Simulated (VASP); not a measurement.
Set up this calculation in VASP 6.6.1, as the native input.

* Task: single point
* Functional: r2SCAN
* Potentials or basis: VASP PAW PBE potentials, release 64 (Hg, Te)
* Cutoff: 520 eV
* k mesh: 14 × 14 × 14
* Occupations: gaussian, width 0.15 eV
* Spin: no spin polarisation
* Dipole correction: no
* Further INCAR settings: ALGO = Normal; EDIFF = 1e-06; NBANDS = 16

HgTe:

```
CELL_PARAMETERS angstrom
0.00000 3.12679 3.12679
3.12679 0.00000 3.12679
3.12679 3.12679 0.00000
ATOMIC_POSITIONS crystal
Hg 0.00000 0.00000 0.00000
Te 0.75000 0.75000 0.75000
```

This cell differs from its parent crystal: strain -0.030 along x and y, -0.030 along z.

The input as run:

POSCAR

```
HgTe
1.0
    0.0000000000      3.1267950000      3.1267950000
    3.1267950000      0.0000000000      3.1267950000
    3.1267950000      3.1267950000      0.0000000000
Hg Te
1 1
Direct
    0.0000000000      0.0000000000      0.0000000000
    0.7500000000      0.7500000000      0.7500000000
```

INCAR.step1

```
SYSTEM = HgTe
ALGO = Normal ; EDIFF = 1E-4
ENCUT = 520 ; GGA = PE
ISMEAR = 0 ; LASPH = .True.
LCHARG = .False. ; LREAL = .False.
LWAVE = .True. ; NBANDS = 16
NELM = 100 ; PREC = Accurate
SIGMA = 0.15
```

INCAR.step2

```
SYSTEM = HgTe
ALGO = Normal ; EDIFF = 1E-6
ENCUT = 520 ; ISIF = 2
ISMEAR = 0 ; ISTART = 1
LASPH = .True. ; LCHARG = .False.
LMIXTAU = .True. ; LREAL = .False.
LWAVE = .False. ; METAGGA = R2SCAN
NBANDS = 16 ; NELM = 100
PREC = Accurate ; SIGMA = 0.15
```

KPOINTS

```
k-points
0
Gamma
  14 14 14
  0 0 0
```

Potentials or basis: VASP PAW PBE potentials, release 64 (Hg, Te).

The run is started by

```console
$ cat potpaw_PBE.64/Hg/POTCAR potpaw_PBE.64/Te/POTCAR > POTCAR
$ cp INCAR.step1 INCAR
$ mpirun -np 1 vasp_std > vasp.out
$ cp INCAR.step2 INCAR
$ mpirun -np 1 vasp_std > vasp.out
```

It gave:

```json
{
  "Pressure": "8.9 GPa",
  "Band gap on the k mesh": "zero (filled and empty bands touch)"
}
```

Caveat: the cell differs from its parent crystal (strain -0.030 along x and y, -0.030 along z); the PAW data sets were made with another functional, which shifts forces and pressure a little; spin-orbit coupling is left out, which moves the levels of the heavy elements.

Run time: 5.1 min on 1 thread of Intel(R) Xeon(R) Platinum 8488C (Sapphire Rapids), on a shared host, peak memory 0.28 GiB.
